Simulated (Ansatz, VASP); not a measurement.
# GaP in VASP and in Ansatz

```
CELL_PARAMETERS angstrom
0.00000 2.66735 2.66735
2.66735 0.00000 2.66735
2.66735 2.66735 0.00000
ATOMIC_POSITIONS crystal
Ga 0.00000 0.00000 0.00000
P 0.25000 0.25000 0.25000
```

Alike in both runs: task single point; functional PBE; k mesh 8 × 8 × 8; occupations gaussian, width 0.02 eV; no spin polarisation.

```csv
,VASP,Ansatz
version,VASP 6.6.1,Ansatz 0.2.0
potentials or method,"VASP PAW PBE potentials, release 64 (Ga_d, P), cutoff 500 eV","scalar-relativistic, plane waves, PAW"
valence electrons in the cell,18,18
```

```tsv
	VASP	Ansatz	Ansatz less VASP
gap on the k mesh at the Fermi level (eV)	1.51	1.51	0.000
least direct gap on the mesh (eV)	2.37	2.37	-0.001
pressure (GPa)	8.9	9.0	+0.14
```
